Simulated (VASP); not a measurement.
Ge:

```
Ge
1.0
     5.35904    0.00000    0.00000
     0.00000    5.35904    0.00000
     0.00000    0.00000    5.35904
Ge
8
Direct
  0.00000 0.00000 0.00000
  0.50000 0.50000 0.50000
  0.25000 0.00000 0.50000
  0.75000 0.00000 0.50000
  0.50000 0.25000 0.00000
  0.50000 0.75000 0.00000
  0.00000 0.50000 0.25000
  0.00000 0.50000 0.75000
```

* Program: VASP 6.6.1
* Task: relaxation of cell and atoms
* Functional: PBE
* Potentials or basis: VASP PAW PBE potentials, release 64 (Ge_d)
* Cutoff: 600 eV
* k mesh: 5 × 5 × 5
* Occupations: fermi-dirac, width 0.1 eV
* Spin: no spin polarisation

At the start: pressure 2.5 GPa; volume 19.24 Å³/atom.

Question: How do energy, volume and symmetry change on relaxing?

Answer: Over 3 steps the energy falls by 5.2 meV/atom and the volume is 19.97 Å³/atom (+3.8 %); space group Pm-3n (No. 223, to 0.1 Å) before and after.

Step by step:
| step | energy change (eV) | largest force (eV/Å) | pressure (GPa) | volume (Å³) |
| --- | --- | --- | --- | --- |
| 1 | 0.0000 | 0.0000 | 2.48 | 153.91 |
| 2 | -0.0406 | 0.0000 | -0.28 | 160.64 |
| 3 | -0.0419 | 0.0000 | -0.06 | 159.73 |

Final structure:
```
Ge
1.0
     5.42581    0.00000    0.00000
     0.00000    5.42581    0.00000
     0.00000    0.00000    5.42581
Ge
8
Direct
  0.00000 0.00000 0.00000
  0.50000 0.50000 0.50000
  0.25000 0.00000 0.50000
  0.75000 0.00000 0.50000
  0.50000 0.25000 0.00000
  0.50000 0.75000 0.00000
  0.00000 0.50000 0.25000
  0.00000 0.50000 0.75000
```
